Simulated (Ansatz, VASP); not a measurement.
## One calculation of Mg6F, two programs

INCAR

```
SYSTEM = Mg6F
  PREC = Accurate
  ENCUT = 520
  EDIFF = 1E-6
  ISMEAR = 0
  SIGMA = 0.1
  LREAL = .FALSE.
  LASPH = .TRUE.
  NELM = 100
  ALGO = Normal
  ISIF = 2
  LWAVE = .FALSE.
  LCHARG = .FALSE.
  LDIPOL = .TRUE.
  IDIPOL = 3
  DIPOL = 0.5 0.5 0.318
  GGA = PE
  NBANDS = 18
```

The input KPOINTS:

```
Automatic mesh
0
G
  9 4 1
  0 0 0
```

Contents of POSCAR:

```
Mg6F
1.0
    3.2034417932      0.0000000000      0.0000000000
   -1.6017208966      7.8153198520      0.0000000000
    0.0000000000      0.0000000000     20.9851131634
Mg F
6 1
Direct
    0.8493879956      0.6987759913      0.1906113143
    0.5210014932      0.0420029864      0.2197581863
    0.1926149907      0.3852299814      0.2489050583
    0.3710660944      0.7414803149      0.3283003664
    0.0426232582      0.0834482649      0.3542380799
    0.7128162912      0.4251093731      0.3805132287
    0.7128162912      0.8001093731      0.5010748849
```

Input for Ansatz:

```yaml
crystal:
  lattice:
    - [3.2034417932, 0.0, 0.0]
    - [-1.6017208966, 7.815319852, 0.0]
    - [0.0, 0.0, 20.9851131634]
  atoms:
    - { symbol: Mg, position: [0.8493879956, 0.6987759913, 0.1906113143] }
    - { symbol: Mg, position: [0.5210014932, 0.0420029864, 0.2197581863] }
    - { symbol: Mg, position: [0.1926149907, 0.3852299814, 0.2489050583] }
    - { symbol: Mg, position: [0.3710660944, 0.7414803149, 0.3283003664] }
    - { symbol: Mg, position: [0.0426232582, 0.0834482649, 0.3542380799] }
    - { symbol: Mg, position: [0.7128162912, 0.4251093731, 0.3805132287] }
    - { symbol: F, position: [0.7128162912, 0.8001093731, 0.5010748849] }
basis:
  ecutwfc: 420
kpoints:
  mp_grid: { grid: [9, 4, 1] }
hamiltonian:
  xc: pbe
scf:
  occupations: { method: gaussian, width: 0.1 }
output:
  forces: true
  eigenvalues: true
efield:
  axis: 3
  dipole_correction: true
  ramp_width: 0.04
```

Alike in both runs: task single point; functional PBE; k mesh 9 × 4 × 1; occupations gaussian, width 0.1 eV; no spin polarisation.

```csv
,VASP,Ansatz
version,VASP 6.6.1,Ansatz 0.2.0
potentials or method,"VASP PAW PBE potentials, release 64 (Mg, F), cutoff 520 eV","scalar-relativistic, plane waves, PAW"
valence electrons in the cell,19,67
```

Ansatz gave:

| Quantity | Value |
| --- | --- |
| gap on the k mesh at the Fermi level (eV) | none |
| rms of the force components (eV/Å) | 0.290 |

Q: What did VASP give for the same quantities?

A: gap on the k mesh at the Fermi level (eV): none; rms of the force components (eV/Å): 0.288.

Atom by atom the forces differ by 0.003 eV/Å (rms over components). A gap of «none» marks a metal or a gap that the smearing closes. VASP's potentials hold 19 valence electrons a cell and Ansatz's 67, so a difference there can come from the potentials and not from the codes.
